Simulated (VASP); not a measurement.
# Hf (Fd-3m) in VASP: notebook

The runs below take Hf through single point, relaxation of cell and atoms, with PBEsol.

All numbers are computed with VASP 6.6.1; they aren't measurements. Logs are shortened: lines on timing, memory, paths and dates and some standing lists are left out, and cuts for length are marked.

## 1. The cell of the first run

The structure is cubic, space group Fd-3m (No. 227). Conventional cell: a = 6.619 Å, b = 6.619 Å, c = 6.619 Å, α = 90.00°, β = 90.00°, γ = 90.00°. Within 3.8 Å of Hf (site symmetry -43m) lie 4 Hf at 2.87 Å.

## 2. Single point, PBEsol (volume scaled by 1.12)

Input file INCAR:

```
PREC = Accurate
ENCUT = 520
EDIFF = 1E-6
ISMEAR = -1
SIGMA = 0.1
LREAL = False
LASPH = True
NELM = 60
ALGO = Normal
ISIF = 2
LWAVE = False
LCHARG = True
GGA = PS
LELF = True
LVHAR = True
NBANDS = 17
```

Input file KPOINTS:

```
regular mesh
0
Gamma
  10 10 10
```

Input file POSCAR:

```
Hf
1.0
    0.0000000000      3.3096997230      3.3096997230
    3.3096997230      0.0000000000      3.3096997230
    3.3096997230      3.3096997230      0.0000000000
Hf
2
Direct
    0.1250000000      0.1250000000      0.1250000000
    0.8750000000      0.8750000000      0.8750000000
```

Potentials or basis: VASP PAW PBE potentials, release 64 (Hf_pv).

Run with:

```console
cat potpaw_PBE.64/Hf_pv/POTCAR > POTCAR
mpirun -np 1 vasp_std > vasp.out
```

OUTCAR:

```text
PREC = Accurate
   ENCUT = 520
   EDIFF = 1E-6
   ISMEAR = -1
   LREAL = False
   LASPH = True
   NELM = 60
   ISIF = 2
   GGA = PS

 ion  position               nearest neighbor table
   1  0.125  0.125  0.125-   2 2.87   2 2.87   2 2.87   2 2.87
   2  0.875  0.875  0.875-   1 2.87   1 2.87   1 2.87   1 2.87

  LATTYP: Found a face centered cubic cell.
 ALAT       =     6.6193994460

  Lattice vectors:

 A1 = (   0.0000000000,   3.3096997230,   3.3096997230)
 A2 = (   3.3096997230,   0.0000000000,   3.3096997230)
 A3 = (   3.3096997230,   3.3096997230,   0.0000000000)

Analysis of symmetry for initial positions (statically):
=====================================================================
 Subroutine PRICEL returns:
 Original cell was already a primitive cell.

 Routine SETGRP: Setting up the symmetry group for a
 face centered cubic supercell.

 Subroutine GETGRP returns: Found 48 space group operations
 (whereof 12 operations were pure point group operations)
 out of a pool of 48 trial point group operations.

The static configuration has the point symmetry D_3d.
 The point group associated with its full space group is O_h .

Analysis of symmetry for dynamics (positions and initial velocities):
=====================================================================
 Subroutine PRICEL returns:
 Original cell was already a primitive cell.

 Routine SETGRP: Setting up the symmetry group for a
 face centered cubic supercell.

 Subroutine GETGRP returns: Found 48 space group operations
 (whereof 12 operations were pure point group operations)
 out of a pool of 48 trial point group operations.

The dynamic configuration has the point symmetry D_3d.
 The point group associated with its full space group is O_h .

 Subroutine INISYM returns: Found 48 space group operations
 (whereof 12 operations are pure point group operations),
 and found     1 'primitive' translations

----------------------------------------------------------------------------------------

                                     Primitive cell

  volume of cell :      72.5096

  direct lattice vectors                    reciprocal lattice vectors
     0.000000000  3.309699723  3.309699723    -0.151071107  0.151071107  0.151071107
     3.309699723  0.000000000  3.309699723     0.151071107 -0.151071107  0.151071107
     3.309699723  3.309699723  0.000000000     0.151071107  0.151071107 -0.151071107

  length of vectors
     4.680622236  4.680622236  4.680622236     0.261662832  0.261662832  0.261662832
[... 74 lines left out ...]
   ICHARG =      2    charge: 1-file 2-atom 10-const
   ISPIN  =      1    spin polarized calculation?
   LNONCOLLINEAR =      F non collinear calculations
   LSORBIT =      F    spin-orbit coupling
   LASPH  =      T    aspherical Exc in radial PAW
   ENCUT  =  520.0 eV  38.22 Ry    6.18 a.u.   8.70  8.70  8.70*2*pi/ulx,y,z
   NELM   =     60;   NELMIN=  2; NELMDL= -5     # of ELM steps
   EDIFF  = 0.1E-05   stopping-criterion for ELM
   LREAL  =      F    real-space projection
   EDIFFG = 0.1E-04   stopping-criterion for IOM
   NSW    =      0    number of steps for IOM
   IBRION =     -1    ionic relax: 0-MD 1-quasi-New 2-CG
   NFREE  =      0    steps in history (QN), initial steepest desc. (CG)
   ISIF   =      2    stress and relaxation
   ISYM   =      2    0-nonsym 1-usesym 2-fastsym
   POTIM  = 0.5000    time-step for ionic-motion
   TEBEG  =    0.0;   TEEND  =   0.0 temperature during run
   PSTRESS=    0.0 pullay stress
   NELECT =      20.0000    total number of electrons
   NUPDOWN=      -1.0000    fix difference up-down
   EMIN   =  10.00;   EMAX   =-10.00  energy-range for DOS
   EFERMI =   0.00;   METHOD = LEGACY
   ISMEAR =    -1;   SIGMA  =   0.10  broadening in eV -4-tet -1-fermi 0-gaus
   EFERMI_NEDOS =   21; number of points for ismear=-14 and -15
   IALGO  =     38    algorithm
   IMIX   =      4    mixing-type and parameters
     AMIX     =   0.40;   BMIX     =  1.00
     AMIX_MAG =   1.60;   BMIX_MAG =  1.00
  volume/ion in A,a.u.               =      36.25       244.66
  Fermi-wavevector in a.u.,A,eV,Ry     =   1.065662  2.013810 15.451265  1.135636
  Thomas-Fermi vector in A             =   2.201221
   LORBIT       =      0    0 simple, 1 ext, 2 COOP (PROOUT), +10 PAW based schemes
   GGA     = PS    functional components
   LHFCALC =     F    Hartree Fock is set to
   AEXX    =    0.0000 exact exchange contribution
   IVDW    =     0    specifies the selected vdW correction
   LEPSILON=     F    determine dielectric tensor
   LRPA    =     F    only Hartree local field effects (RPA)
 non-spin polarized calculation
  energy-cutoff  :      520.00
  volume of cell :       72.51
 maximum number of plane-waves:      1980
   NGX = 17   NGY = 17   NGZ = 17

 number of electron      20.0000002 magnetization

 Free energy of the ion-electron system (eV)
  ---------------------------------------------------
  ext. energy  EPLUGINS =         0.00000000
  ---------------------------------------------------
  free energy    TOTEN  =       -15.42274528 eV

  energy without entropy =      -15.25757992  energy(sigma->0) =      -15.34016260

 E-fermi :   1.2592     XC(G=0):  -9.0495

 val. band max:        1.2524984483   @ k =  -0.2000   0.3000   0.1000
 cond. band min:       1.2596490394   @ k =   0.5000   0.2000   0.0000
 fundamental gap:      0.0071505911
 Fermi energy:         1.2592383986

 k-point     1 :       0.0000    0.0000    0.0000
  band No.  band energies     occupation
      1     -29.7278      2.00000
      2     -29.7278      2.00000
      3     -29.7278      2.00000
      4     -29.2000      2.00000
      5     -29.2000      2.00000
      6     -29.2000      2.00000
[... 457 lines left out ...]
      4     -29.3485      2.00000
      5     -29.1073      2.00000
      6     -29.1036      2.00000
[... 9 lines left out ...]
     16       4.7650      0.00000
     17       6.6549      0.00000

 [... further k-points ...]
[... 5 lines left out ...]
  --------------------------------------------------------------------------------------
  -------------------------------------------------------------------------------------
  Total       -1.4502244     -1.4502244     -1.4502244      0.0000000     -0.0000000     -0.0000000
  in kB      -32.0442423    -32.0442423    -32.0442423      0.0000000     -0.0000000     -0.0000000
  external PRESSURE =     -32.0442423 kB  Pullay stress =       0.0000000 kB

 VOLUME and BASIS-vectors are now :
 -----------------------------------------------------------------------------
  energy-cutoff  :      520.00
  volume of cell :       72.51
      direct lattice vectors                 reciprocal lattice vectors
     0.000000000  3.309699723  3.309699723    -0.151071107  0.151071107  0.151071107
     3.309699723  0.000000000  3.309699723     0.151071107 -0.151071107  0.151071107
     3.309699723  3.309699723  0.000000000     0.151071107  0.151071107 -0.151071107

 POSITION                                       TOTAL-FORCE (eV/Angst)
 -----------------------------------------------------------------------------------
      0.82742      0.82742      0.82742         0.000000      0.000000      0.000000
      5.79197      5.79197      5.79197        -0.000000     -0.000000     -0.000000
 -----------------------------------------------------------------------------------
    total drift:                                0.000000      0.000000      0.000000

  FREE ENERGIE OF THE ION-ELECTRON SYSTEM (eV)
  ---------------------------------------------------
  free  energy   TOTEN  =       -15.4227452807 eV

  energy  without entropy=      -15.2575799191  energy(sigma->0) =      -15.34016260
```

OSZICAR:

```text
N       E                     dE             d eps       ncg     rms          rms(c)
DAV:   1     0.496966718597E+02    0.49697E+02   -0.10883E+04  1646   0.104E+03
DAV:   2    -0.138085244809E+02   -0.63505E+02   -0.62119E+02  2136   0.228E+02
DAV:   3    -0.158916782910E+02   -0.20832E+01   -0.20389E+01  2099   0.268E+01
DAV:   4    -0.159257130970E+02   -0.34035E-01   -0.33944E-01  2086   0.404E+00
DAV:   5    -0.159265791769E+02   -0.86608E-03   -0.86586E-03  2366   0.510E-01    0.301E+01
DAV:   6    -0.154968290377E+02    0.42975E+00   -0.80379E-01  1777   0.396E+00    0.174E+01
DAV:   7    -0.154367728383E+02    0.60056E-01   -0.53145E-01  1972   0.340E+00    0.182E+00
DAV:   8    -0.154230632124E+02    0.13710E-01   -0.95935E-02  1795   0.130E+00    0.129E-01
DAV:   9    -0.154227214521E+02    0.34176E-03   -0.30360E-03  2030   0.278E-01    0.114E-01
DAV:  10    -0.154227526873E+02   -0.31235E-04   -0.99468E-05  2316   0.476E-02    0.666E-02
DAV:  11    -0.154227455786E+02    0.71087E-05   -0.55746E-05  1837   0.308E-02    0.142E-02
DAV:  12    -0.154227452807E+02    0.29795E-06   -0.15166E-06  1895   0.694E-03
   1 F= -.15422745E+02 E0= -.15340163E+02  d E =-.165165E+00
```

Run time: 58 s. Hardware: 1 thread of Intel Xeon Platinum 8259CL at 2.50GHz (Skylake/Cascade Lake), shared host; peak memory 0.22 GiB.

Results:

| Quantity | Value |
| --- | --- |
| Free energy | -15.4227 eV |
| Pressure | -3.2 GPa |
| Band gap on the k mesh | zero (band 10 reaches 1.59 eV, above the bottom of band 11 at 0.91 eV) |

Levels at points of the mesh, in eV from the Fermi level:
```csv
k point,band 7,band 8,band 9,band 10,band 11,band 12,band 13,band 14
"(0.00, 0.00, 0.00)",-5.04,-0.24,-0.24,0.14,0.14,0.14,1.99,1.99
"(0.50, 0.00, 0.00)",-3.02,-0.82,-0.21,-0.21,-0.11,0.21,0.21,2.94
"(0.50, 0.50, 0.00)",-1.29,-1.29,-1.17,-1.17,0.34,0.34,2.08,2.08
```

Caveat: the cell differs from its parent crystal (volume scaled by 1.12); the PAW data sets were made with another functional, which shifts forces and pressure a little; spin-orbit coupling is left out, which moves the levels of the heavy elements.

## 3. Relaxation of cell and atoms, PBEsol

This run uses another cell than the first one, of 30.21 Å³/atom, 0.833 times its volume.

Input file INCAR:

```
SYSTEM = Hf
PREC     = Accurate       ! precision mode
ENCUT    = 600            ! plane-wave cutoff, eV
EDIFF    = 1E-7           ! SCF threshold, eV
ISMEAR   = -1             ! smearing method
SIGMA    = 0.1            ! smearing width, eV
LREAL    = .False.        ! projectors in reciprocal space
LASPH    = .True.         ! aspherical terms in the spheres
NELM     = 80             ! most SCF steps
ALGO     = Normal         ! electronic algorithm
ISIF     = 3              ! what is computed and relaxed
LWAVE    = .False.        ! write WAVECAR
LCHARG   = .False.        ! write CHGCAR
GGA      = PS             ! functional
IBRION   = 2              ! ionic algorithm
NSW      = 80             ! ionic steps
EDIFFG   = -0.01          ! ionic threshold
```

Input file KPOINTS:

```
Automatic mesh
0
Gamma
  9 9 9
  0 0 0
```

Input file POSCAR:

```
Hf
1.0
    0.0000000000      3.1145822620      3.1145822620
    3.1145822620      0.0000000000      3.1145822620
    3.1145822620      3.1145822620      0.0000000000
Hf
2
Direct
    0.1250000000      0.1250000000      0.1250000000
    0.8750000000      0.8750000000      0.8750000000
```

Potentials or basis: VASP PAW PBE potentials, release 64 (Hf_pv).

Run with:

```console
cat potpaw_PBE.64/Hf_pv/POTCAR > POTCAR
mpirun -np 1 vasp_std > vasp.out
```

Wall time 1.8 min (1 thread of Intel Xeon Platinum 8259CL at 2.50GHz (Skylake/Cascade Lake), shared host); peak memory 0.22 GiB.

The run converged. Its results:

| Quantity | Value |
| --- | --- |
| Free energy | -15.5053 eV |
| Relaxed volume | 32.13 Å³/atom |
| Relaxed cell | a = 4.496 Å, b = 4.496 Å, c = 4.496 Å, α = 60.00°, β = 60.00°, γ = 60.00° |
| Space group after relaxing (to 0.05 Å) | Fd-3m (No. 227) |
| Energy gained by relaxing | 10.9 meV/atom |
| Ionic steps | 3 |
| Pressure after relaxing | 0.0 GPa |
| Band gap on the k mesh | zero (band 10 reaches 2.18 eV, above the bottom of band 11 at 1.46 eV) |

The path:
```csv
step,energy change (eV),largest force (eV/Å),pressure (GPa),volume (Å³)
1,0.0000,0.0000,1.91,60.43
2,-0.0212,0.0000,0.27,63.64
3,-0.0217,0.0000,-0.01,64.25
```

Final structure:
```
Hf
1.0
     0.00000    3.17894    3.17894
     3.17894    0.00000    3.17894
     3.17894    3.17894    0.00000
Hf
2
Cartesian
  0.7947 0.7947 0.7947
  5.5631 5.5631 5.5631
```

Levels at points of the mesh, in eV from the Fermi level:
```tsv
k point	band 8	band 9	band 10	band 11	band 12	band 13
(0.00, 0.00, 0.00)	-0.44	-0.44	0.17	0.17	0.17	2.21
```

Caveat: the PAW data sets were made with another functional, which shifts forces and pressure a little; spin-orbit coupling is left out, which moves the levels of the heavy elements.
